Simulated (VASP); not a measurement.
# BP (I-4m2) in VASP: a series of runs

Aim: see how the results for BP move with the level of theory and the settings. Levels: r2SCAN, PBE. Tasks: dielectric tensor, G0W0 quasiparticle levels.

Program: VASP 6.6.1. These are calculated values, not measurements. Logs are shortened: lines on timing, memory, paths and dates and some standing lists are left out, and cuts for length are marked.

## 1. The cell of the first run

Symmetry: I-4m2, No. 119, tetragonal system. The conventional cell has a = 3.272 Å, b = 3.272 Å, c = 4.500 Å, α = 90.00°, β = 90.00°, γ = 90.00°. Within 2.6 Å of B (site symmetry -4m2) lie 4 P at 1.99 Å. Within 2.6 Å of P (site symmetry -4m2) lie 4 B at 1.99 Å.

## 2. Dielectric tensor, r2SCAN (epitaxial xy strain +2.0%)

Contents of INCAR:

```
ALGO = Normal
EDIFF = 1E-8
ENCUT = 520
ISIF = 2
ISMEAR = 0
LASPH = T
LCALCEPS = T
LCHARG = F
LMIXTAU = T
LREAL = F
LWAVE = F
METAGGA = R2SCAN
NELM = 100
PREC = Accurate
SIGMA = 0.01
```

Contents of KPOINTS:

```
k-points
0
Gamma
  8 8 8
```

Contents of POSCAR:

```
BP
1.0
    0.0000000000      2.3136819823      2.2498250669
    2.3136819823      0.0000000000      2.2498250669
    2.3136819823      2.3136819823      0.0000000000
B P
1 1
Direct
    0.0000000000      0.0000000000      0.0000000000
    0.2500000000      0.2500000000      0.2500000000
```

Potentials or basis: VASP PAW PBE potentials, release 64 (B, P).

Launch:

```bash
$ cat potpaw_PBE.64/B/POTCAR potpaw_PBE.64/P/POTCAR > POTCAR
$ mpirun -np 1 vasp_std > vasp.out
```

OUTCAR:

```text
EDIFF = 1E-8
   ENCUT = 520
   ISIF = 2
   ISMEAR = 0
   LASPH = T
   LREAL = F
   METAGGA = R2SCAN
   NELM = 100
   PREC = Accurate

 ion  position               nearest neighbor table
   1  0.000  0.000  0.000-   2 1.99   2 1.99   2 1.99   2 1.99
   2  0.250  0.250  0.250-   1 1.99   1 1.99   1 1.99   1 1.99

  LATTYP: Found a body centered tetragonal cell.
 ALAT       =     3.2720404384
 C/A-ratio  =     1.3751817004

  Lattice vectors:

 A1 = (   0.0000000000,  -2.3136819823,  -2.2498250669)
 A2 = (   0.0000000000,   2.3136819823,  -2.2498250669)
 A3 = (   2.3136819823,   0.0000000000,   2.2498250669)

Analysis of symmetry for initial positions (statically):
=====================================================================
 Subroutine PRICEL returns:
 Original cell was already a primitive cell.

 Routine SETGRP: Setting up the symmetry group for a
 body centered tetragonal supercell.

 Subroutine GETGRP returns: Found  8 space group operations
 (whereof  8 operations were pure point group operations)
 out of a pool of 16 trial point group operations.

The static configuration has the point symmetry D_2d.

Analysis of symmetry for dynamics (positions and initial velocities):
=====================================================================
 Subroutine PRICEL returns:
 Original cell was already a primitive cell.

 Routine SETGRP: Setting up the symmetry group for a
 body centered tetragonal supercell.

 Subroutine GETGRP returns: Found  8 space group operations
 (whereof  8 operations were pure point group operations)
 out of a pool of 16 trial point group operations.

The dynamic configuration has the point symmetry D_2d.

 Subroutine INISYM returns: Found  8 space group operations
 (whereof  8 operations are pure point group operations),
 and found     1 'primitive' translations

----------------------------------------------------------------------------------------

                                     Primitive cell

  volume of cell :      24.0872

  direct lattice vectors                    reciprocal lattice vectors
     0.000000000  2.313681982  2.249825067    -0.216105759  0.216105759  0.222239501
     2.313681982  0.000000000  2.249825067     0.216105759 -0.216105759  0.222239501
     2.313681982  2.313681982  0.000000000     0.216105759  0.216105759 -0.222239501

  length of vectors
     3.227202681  3.227202681  3.272040438     0.377880661  0.377880661  0.377880661

  position of ions in fractional coordinates (direct lattice)
     0.000000000  0.000000000  0.000000000
     0.250000000  0.250000000  0.250000000

  ion indices of the primitive-cell ions
   primitive index   ion index
                 1           1
                 2           2

----------------------------------------------------------------------------------------

 KPOINTS: k-points

Automatic generation of k-mesh.
 Grid dimensions read from file:
 generate k-points for:    8    8    8

 Generating k-lattice:

  Cartesian coordinates                     Fractional coordinates (reciprocal lattice)
    -0.027013220  0.027013220  0.027779938     0.125000000  0.000000000  0.000000000
     0.027013220 -0.027013220  0.027779938     0.000000000  0.125000000  0.000000000
     0.027013220  0.027013220 -0.027779938     0.000000000  0.000000000  0.125000000

  Length of vectors
     0.047235083  0.047235083  0.047235083

  Shift w.r.t. Gamma in fractional coordinates (k-lattice)
     0.000000000  0.000000000  0.000000000

 Subroutine IBZKPT returns following result:
 ===========================================

 Found     59 irreducible k-points:

 Following reciprocal coordinates:
            Coordinates               Weight
  0.000000  0.000000  0.000000      1.000000
  0.125000  0.000000  0.000000      8.000000
  0.250000  0.000000  0.000000      8.000000
  0.375000  0.000000  0.000000      8.000000
  0.500000  0.000000  0.000000      4.000000
  0.125000  0.125000  0.000000      2.000000
[... 16 lines left out ...]
  0.250000  0.000000  0.125000     16.000000
  0.375000  0.000000  0.125000     16.000000
 [... further k-points ...]
   k-points           NKPTS =     59   k-points in BZ     NKDIM =     59   number of bands    NBANDS=      8
   number of dos      NEDOS =    301   number of ions     NIONS =      2
   total plane-waves  NPLWV =  13824
   dimension x,y,z NGX =    24 NGY =   24 NGZ =   24
   dimension x,y,z NGXF=    48 NGYF=   48 NGZF=   48
   ions per type =               1   1
   NGX,Y,Z   is equivalent  to a cutoff of  12.36, 12.36, 12.19 a.u.
   NGXF,Y,Z  is equivalent  to a cutoff of  24.73, 24.73, 24.39 a.u.
 SYSTEM =  unknown system
   PREC   = accura    normal or accurate (medium, high low for compatibility)
   ISTART =      0    job   : 0-new  1-cont  2-samecut
   ICHARG =      2    charge: 1-file 2-atom 10-const
   ISPIN  =      1    spin polarized calculation?
   LNONCOLLINEAR =      F non collinear calculations
   LSORBIT =      F    spin-orbit coupling
   LASPH  =      T    aspherical Exc in radial PAW
   ENCUT  =  520.0 eV  38.22 Ry    6.18 a.u.   6.00  6.00  6.08*2*pi/ulx,y,z
   NELM   =    100;   NELMIN=  2; NELMDL= -5     # of ELM steps
   EDIFF  = 0.1E-07   stopping-criterion for ELM
   LREAL  =      F    real-space projection
   EDIFFG = 0.1E-06   stopping-criterion for IOM
   NSW    =      0    number of steps for IOM
   IBRION =     -1    ionic relax: 0-MD 1-quasi-New 2-CG
   NFREE  =      0    steps in history (QN), initial steepest desc. (CG)
   ISIF   =      2    stress and relaxation
   ISYM   =      2    0-nonsym 1-usesym 2-fastsym
   POTIM  = 0.5000    time-step for ionic-motion
   TEBEG  =    0.0;   TEEND  =   0.0 temperature during run
   PSTRESS=    0.0 pullay stress
   NELECT =       8.0000    total number of electrons
   NUPDOWN=      -1.0000    fix difference up-down
   EMIN   =  10.00;   EMAX   =-10.00  energy-range for DOS
   EFERMI =   0.00;   METHOD = LEGACY
   ISMEAR =     0;   SIGMA  =   0.01  broadening in eV -4-tet -1-fermi 0-gaus
   EFERMI_NEDOS =   21; number of points for ismear=-14 and -15
   IALGO  =     38    algorithm
   IMIX   =      4    mixing-type and parameters
     AMIX     =   0.40;   BMIX     =  1.00
     AMIX_MAG =   1.60;   BMIX_MAG =  1.00
  volume/ion in A,a.u.               =      12.04        81.27
  Fermi-wavevector in a.u.,A,eV,Ry     =   1.133730  2.142438 17.488149  1.285343
  Thomas-Fermi vector in A             =   2.270433
   LORBIT       =      0    0 simple, 1 ext, 2 COOP (PROOUT), +10 PAW based schemes
   METAGGA = R2SCAN    functional components
   LHFCALC =     F    Hartree Fock is set to
   AEXX    =    0.0000 exact exchange contribution
   IVDW    =     0    specifies the selected vdW correction
   LEPSILON=     F    determine dielectric tensor
   LRPA    =     F    only Hartree local field effects (RPA)
   LRPA       =     F
 non-spin polarized calculation
 Gauss-broadening in eV      SIGMA  =   0.01
  energy-cutoff  :      520.00
  volume of cell :       24.09
 maximum number of plane-waves:       664
   NGX = 11   NGY = 11   NGZ = 13

 number of electron       8.0000000 magnetization

 Free energy of the ion-electron system (eV)
  ---------------------------------------------------
  ext. energy  EPLUGINS =         0.00000000
  ---------------------------------------------------
  free energy    TOTEN  =       -17.28511178 eV

  energy without entropy =      -17.28511178  energy(sigma->0) =      -17.28511178

 E-fermi :   7.3141     XC(G=0): -11.3635

 val. band max:        7.2168523509   @ k =   0.0000   0.0000   0.0000
 cond. band min:   10000.0000000000   @ k =   0.0000   0.0000   0.0000
 fundamental gap:   9992.7831476491
 Fermi energy:         7.3140798144

 k-point     1 :       0.0000    0.0000    0.0000
  band No.  band energies     occupation
      1      -8.9491      2.00000
      2       6.9383      2.00000
      3       6.9388      2.00000
      4       7.2169      2.00000
      5   10000.0000      0.00000
      6   10000.0000      0.00000
      7   10000.0000      0.00000
      8   10000.0000      0.00000
[... 243 lines left out ...]
 k-point    24 :       0.3750    0.0000    0.1250
  band No.  band energies     occupation
      1      -6.7626      2.00000
      2       0.2620      2.00000
      3       4.5041      2.00000
      4       4.7877      2.00000
      5   10000.0000      0.00000
      6   10000.0000      0.00000
      7   10000.0000      0.00000
      8   10000.0000      0.00000

 [... further k-points ...]

------------------------ aborting loop because EDIFF is reached ----------------------------------------

            Ionic dipole moment: p[ion]=(     5.78420     5.78420     5.62456 ) |e| Angst

 Total electronic dipole moment: p[elc]=(     0.00141     0.00141     0.01121 ) |e| Angst

 MACROSCOPIC STATIC DIELECTRIC TENSOR (including local field effects)
 ------------------------------------------------------
           8.801708     0.000000     0.000000
           0.000000     8.801708     0.000000
           0.000000     0.000000     8.398963
 ------------------------------------------------------

 PIEZOELECTRIC TENSOR (including local field effects) (e Angst)
          XX          YY          ZZ          XY          YZ          ZX
  --------------------------------------------------------------------------------
  x    -0.00000     0.00000    -0.00000    -0.00000     0.01361     0.00000
  y     0.00000    -0.00000    -0.00000     0.00000     0.00000     0.01362
  z     0.00000     0.00000     0.00000     0.04515     0.00000     0.00000

 PIEZOELECTRIC TENSOR (including local field effects) (C/m^2)
          XX          YY          ZZ          XY          YZ          ZX
  --------------------------------------------------------------------------------
  x    -0.00000     0.00000    -0.00000    -0.00000     0.00906     0.00000
  y     0.00000    -0.00000    -0.00000     0.00000     0.00000     0.00906
  z     0.00000     0.00000     0.00000     0.03003     0.00000     0.00000

 BORN EFFECTIVE CHARGES (including local field effects) (in |e|, cummulative output)
 ---------------------------------------------------------------------------------
 ion    1
    1    -0.32221     0.00000     0.00000
    2     0.00000    -0.32221     0.00000
    3     0.00000     0.00000    -0.36307
 ion    2
    1     0.32221    -0.00000     0.00000
    2     0.00000     0.32221     0.00000
    3     0.00000     0.00000     0.36307

  FORCE on cell =-STRESS in cart. coord.  units (eV):
  Direction    XX          YY          ZZ          XY          YZ          ZX
  --------------------------------------------------------------------------------------
  -------------------------------------------------------------------------------------
  Total       -1.2049582     -1.2049582     -0.0677455      0.0000000     -0.0000000      0.0000000
  in kB      -80.1487007    -80.1487007     -4.5061448      0.0000000     -0.0000000      0.0000000
  external PRESSURE =     -54.9345154 kB  Pullay stress =       0.0000000 kB

 VOLUME and BASIS-vectors are now :
 -----------------------------------------------------------------------------
  energy-cutoff  :      520.00
  volume of cell :       24.09
      direct lattice vectors                 reciprocal lattice vectors
     0.000000000  2.313681982  2.249825067    -0.216105759  0.216105759  0.222239501
     2.313681982  0.000000000  2.249825067     0.216105759 -0.216105759  0.222239501
     2.313681982  2.313681982  0.000000000     0.216105759  0.216105759 -0.222239501

 POSITION                                       TOTAL-FORCE (eV/Angst)
 -----------------------------------------------------------------------------------
      0.00000      0.00000      0.00000        -0.000000     -0.000000      0.000000
      1.15684      1.15684      1.12491         0.000000      0.000000      0.000000
 -----------------------------------------------------------------------------------
    total drift:                                0.000000      0.000000      0.000000

  FREE ENERGIE OF THE ION-ELECTRON SYSTEM (eV)
  ---------------------------------------------------
  free  energy   TOTEN  =       -17.2851117788 eV

  energy  without entropy=      -17.2851117788  energy(sigma->0) =      -17.28511178
```

It took 18 min on 1 thread of Intel Xeon Platinum 8259CL at 2.50GHz (Skylake/Cascade Lake), shared host; peak memory 0.32 GiB.

Results:

```yaml
Band_gap_on_the_k_mesh: 1.08 eV (least direct gap 3.30 eV)
Electronic_dielectric_tensor_diagonal: 8.80, 8.80, 8.40
Born_charges_mean_of_the_diagonal: B -0.34; P +0.34 e
```

Levels at points of the mesh, in eV from the valence-band top:
```
           k point  band 2  band 3  band 4  band 5  band 6  band 7
(0.00, 0.00, 0.00)   -0.28   -0.28    0.00    3.30    3.47    3.47
(0.50, 0.00, 0.00)   -9.46   -2.19   -1.83    3.67    4.69    5.05
(0.50, 0.50, 0.00)   -8.98   -4.61   -4.61    1.20    1.49   12.57
(0.50, 0.00, 0.50)   -9.23   -4.34   -4.29    1.52    1.89   12.26
```

Electronic dielectric tensor:
```
8.80 0.00 0.00
0.00 8.80 0.00
0.00 0.00 8.40
```

Born effective charge tensors (e):
atom 1, B
```
-0.32  0.00  0.00
 0.00 -0.32  0.00
 0.00  0.00 -0.36
```
atom 2, P
```
0.32 0.00 0.00
0.00 0.32 0.00
0.00 0.00 0.36
```

Dipole moments of the cell (e·Å, modulo the quantum): ionic 5.784, 5.784, 5.625; electronic 0.001, 0.001, 0.011

Caveat: the cell differs from its parent crystal (epitaxial xy strain +2.0%); the PAW data sets were made with another functional, which shifts forces and pressure a little. A k mesh can miss the band edges.

(Part 1 of 2 ends here.)

The gap in the log of VASP goes by the Fermi energy; the results here count the filled bands.